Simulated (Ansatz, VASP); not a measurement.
## Mg3CdSe4 in VASP and in Ansatz

```
Mg Cd Se
1.0
     5.74585    0.00000    0.00000
    -2.87292    4.97605    0.00000
     0.00000    0.00000    7.75090
Mg Cd Se
3 1 4
Direct
  0.66667 0.33333 0.27056
  0.66667 0.33333 0.72944
  0.33333 0.66667 0.50000
  0.00000 0.00000 0.50000
  0.66667 0.33333 0.00000
  0.14815 0.85185 0.00000
  0.14815 0.29630 0.00000
  0.70370 0.85185 0.00000
```

Alike in both runs: task relaxation of cell and atoms; functional PBE; k mesh 3 × 3 × 2; occupations gaussian, width 0.15 eV; no spin polarisation.

```csv
,VASP,Ansatz
version,VASP 6.6.1,Ansatz 0.2.0
potentials or method,"VASP PAW PBE potentials, release 64 (Mg, Cd, Se), cutoff 600 eV","scalar-relativistic, plane waves, PAW"
valence electrons in the cell,42,114
```

VASP gave:

| Item | Value |
| --- | --- |
| gap on the k mesh at the Fermi level, each at its own relaxed structure (eV) | none |
| relaxed volume (Å³/atom) | 27.09 |
| relaxed length of the cell vector where the two differ most in proportion (Å) | 7.802 |

Task: Which values does Ansatz return?

Result: gap on the k mesh at the Fermi level, each at its own relaxed structure (eV): none; relaxed volume (Å³/atom): 26.70; relaxed length of the cell vector where the two differ most in proportion (Å): 7.751.

A gap of «none» marks a metal or a gap that the smearing closes. VASP's potentials hold 42 valence electrons a cell and Ansatz's 114, so a difference there can come from the potentials and not from the codes.

The k mesh is coarse, so the values compare programs but aren't converged.
